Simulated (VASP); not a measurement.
Wanted: the native input for a VASP 6.6.1 run.

| Item | Value |
| --- | --- |
| Task | single point |
| Functional | PBEsol |
| Potentials or basis | VASP PAW PBE potentials, release 64 (Bi_d, Te) |
| Cutoff | 520 eV |
| k mesh | 12 × 12 × 8 |
| Occupations | gaussian, width 0.1 eV |
| Spin | no spin polarisation |
| Dipole correction | no |
| Further INCAR settings | ALGO = Normal; EDIFF = 1e-06; NBANDS = 29 |

The structure of BiTe lies in POSCAR:

```
BiTe
1.0
    3.1012392146      3.1012392146      0.0000000000
   -3.1012392146      3.1012392146      0.0000000000
    0.0000000000      0.0000000000      6.2024784292
Bi Te
2 2
Direct
    0.0000000000      0.0000000000      0.0000000000
    0.5000000000      0.5000000000      0.5000000000
    0.5000000000      0.5000000000      0.0000000000
    0.0000000000      0.0000000000      0.5000000000
```

This cell differs from its parent crystal: equal strain along all axes, cell held: -3.0 %.

These files were run (other wordings do the same):

INCAR

```
PREC = Accurate
ENCUT = 520
EDIFF = 1E-6
ISMEAR = 0
SIGMA = 0.1
LREAL = F
LASPH = T
NELM = 100
ALGO = Normal
ISIF = 2
LWAVE = F
LCHARG = F
GGA = PS
NBANDS = 29
```

KPOINTS

```
regular mesh
0
Gamma
  12 12 8
```

Potentials or basis: VASP PAW PBE potentials, release 64 (Bi_d, Te).

Command:

```bash
$ cat potpaw_PBE.64/Bi_d/POTCAR potpaw_PBE.64/Te/POTCAR > POTCAR
$ mpirun -np 1 vasp_std > vasp.out
```

It gave:

```
Pressure               : 6.0 GPa
Band gap on the k mesh : zero (band 21 reaches 10.42 eV, above the bottom of band 22 at 7.21 eV)
```

Caveat: the cell differs from its parent crystal (equal strain along all axes, cell held: -3.0 %); the PAW data sets were made with another functional, which shifts forces and pressure a little; spin-orbit coupling is left out, which moves the levels of the heavy elements.

It took 2.7 min on 1 thread of AMD EPYC 9R45 96-Core Processor (Zen 5), on a shared host, peak memory 0.5 GiB.
